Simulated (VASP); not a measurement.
A run of VASP 6.6.1 is set up as follows.

Contents of INCAR:

```
SYSTEM = Te
  PREC = Accurate
  ENCUT = 520
  EDIFF = 1E-7
  ISMEAR = -1
  SIGMA = 0.1
  LREAL = .FALSE.
  LASPH = .TRUE.
  NELM = 60
  ALGO = Normal
  ISIF = 2
  LWAVE = .FALSE.
  LCHARG = .FALSE.
  GGA = PE
  NBANDS = 9
```

Contents of KPOINTS:

```
Automatic mesh
0
G
  15 15 13
  0 0 0
```

The input POSCAR:

```
Te
1.0
    2.8447956999      0.0000000000      0.0000000000
   -1.4223978499      2.4636653447      0.0000000000
    0.0000000000      0.0000000000      2.6642671051
Te
1
Direct
    0.0000000000      0.0000000000      0.0000000000
```

Potentials or basis: VASP PAW PBE potentials, release 64 (Te).

The run is started by

```sh
$ cat potpaw_PBE.64/Te/POTCAR > POTCAR
$ mpirun -np 1 vasp_std > vasp.out
```

**Question.** Predict the pressure.

**Answer.** 82.5 GPa.

**Question.** What does it give for the band gap on the k mesh?

**Answer.** Zero (bands 3 and 4 overlap by 13.02 eV).

Stress tensor (GPa, compression positive):
```
82.42  0.00  0.00
 0.00 82.42  0.00
 0.00  0.00 82.59
```

Caveat: the cell stands under pressure; spin-orbit coupling is left out, which moves the levels of the heavy elements.
